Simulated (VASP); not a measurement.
Crystal: Sb.

```
Sb
1.0
     2.16048    1.24735    3.72084
    -2.16048    1.24735    3.72084
     0.00000   -2.49471    3.72084
Sb
2
Direct
  0.23442 0.23442 0.23442
  0.76558 0.76558 0.76558
```

```yaml
Program: VASP 6.6.1
Task: relaxation of cell and atoms
Functional: r2SCAN
Dispersion: rVV10
Potentials_or_basis: VASP PAW PBE potentials, release 64 (Sb)
Cutoff: 600 eV
k_mesh: 6 × 6 × 6
Occupations: fermi-dirac, width 0.02 eV
Spin: no spin polarisation
```

At the start: pressure 1.0 GPa; volume 30.08 Å³/atom.

How do energy, volume and symmetry change on relaxing?

Over 16 steps the energy falls by 4.7 meV/atom and the volume is 31.18 Å³/atom (+3.7 %); space group R-3m (No. 166, to 0.05 Å).

The path:
| step | energy change (eV) | largest force (eV/Å) | pressure (GPa) | volume (Å³) |
| --- | --- | --- | --- | --- |
| 1 | 0.0000 | 0.0838 | 0.99 | 60.16 |
| 2 | -0.0035 | 0.1806 | -0.46 | 61.80 |
| 3 | -0.0039 | 0.1533 | -0.13 | 61.39 |
| 4 | -0.0062 | 0.0973 | -0.02 | 61.58 |
| 5 | -0.0084 | 0.0753 | 0.25 | 62.07 |
| 6 | -0.0085 | 0.0326 | 0.20 | 61.97 |
| 7 | -0.0091 | 0.0113 | -0.18 | 62.56 |
| 8 | -0.0091 | 0.0147 | -0.13 | 62.48 |
| 9 | -0.0094 | 0.0174 | 0.04 | 62.36 |
| 10 | -0.0094 | 0.0144 | 0.03 | 62.37 |
| 11 | -0.0094 | 0.0011 | -0.04 | 62.42 |
| 12 | -0.0094 | 0.0042 | -0.04 | 62.41 |
| 13 | -0.0094 | 0.0067 | -0.02 | 62.40 |
| 14 | -0.0094 | 0.0062 | -0.02 | 62.41 |
| 15 | -0.0094 | 0.0057 | -0.02 | 62.41 |
| 16 | -0.0094 | 0.0016 | -0.01 | 62.37 |

Final structure:
```cif
data_structure
_symmetry_space_group_name_H-M 'P 1'
_symmetry_Int_Tables_number 1
_cell_length_a 4.5754
_cell_length_b 4.5754
_cell_length_c 4.5754
_cell_angle_alpha 56.574
_cell_angle_beta 56.574
_cell_angle_gamma 56.574
_cell_volume 62.37
loop_
_atom_site_label
_atom_site_type_symbol
_atom_site_fract_x
_atom_site_fract_y
_atom_site_fract_z
_atom_site_occupancy
Sb1 Sb 0.23180 0.23180 0.23180 1
Sb2 Sb 0.76820 0.76820 0.76820 1
```

Caveat: the PAW data sets were made with another functional, which shifts forces and pressure a little.
